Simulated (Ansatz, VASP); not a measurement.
## Two plane-wave programs on MgCd3Se4

```xyz
8
Lattice="4.3540 0.0000 0.0000 0.0000 4.3540 0.0000 0.0000 0.0000 12.2378" Properties=species:S:1:pos:R:3 pbc="T T T"
Mg    2.1770    2.1770    6.1189
Cd    0.0000    0.0000    9.1154
Cd    2.1770    2.1770    0.0000
Cd    0.0000    0.0000    3.1223
Se    2.1770    0.0000    1.5606
Se    0.0000    2.1770    4.6894
Se    2.1770    0.0000    7.5483
Se    0.0000    2.1770   10.6771
```

Alike in both runs: functional PBE; k mesh 6 × 6 × 4; occupations gaussian, width 0.02 eV; no spin polarisation.

Ansatz relaxed the structure, and its values are those at the end. VASP's run is a single point on that final structure, the one shown.

|  | VASP | Ansatz |
| --- | --- | --- |
| version | VASP 6.6.1 | Ansatz 0.2.0 |
| potentials or method | VASP PAW PBE potentials, release 64 (Mg, Cd, Se), cutoff 520 eV | scalar-relativistic, plane waves, PAW |
| valence electrons in the cell | 62 | 134 |

VASP gave:

| Item | Value |
| --- | --- |
| gap on the k mesh at the Fermi level (eV) | 0.92 |
| least direct gap on the mesh (eV) | 0.92 |
| pressure (GPa) | 0.2 |
| rms of the force components (eV/Å) | 0.010 |

Problem. Which values does Ansatz return?

Solution. gap on the k mesh at the Fermi level (eV): 0.92; least direct gap on the mesh (eV): 0.92; pressure (GPa): 0.0; rms of the force components (eV/Å): 0.000.

VASP's potentials hold 62 valence electrons a cell and Ansatz's 134, so a difference there can come from the potentials and not from the codes.
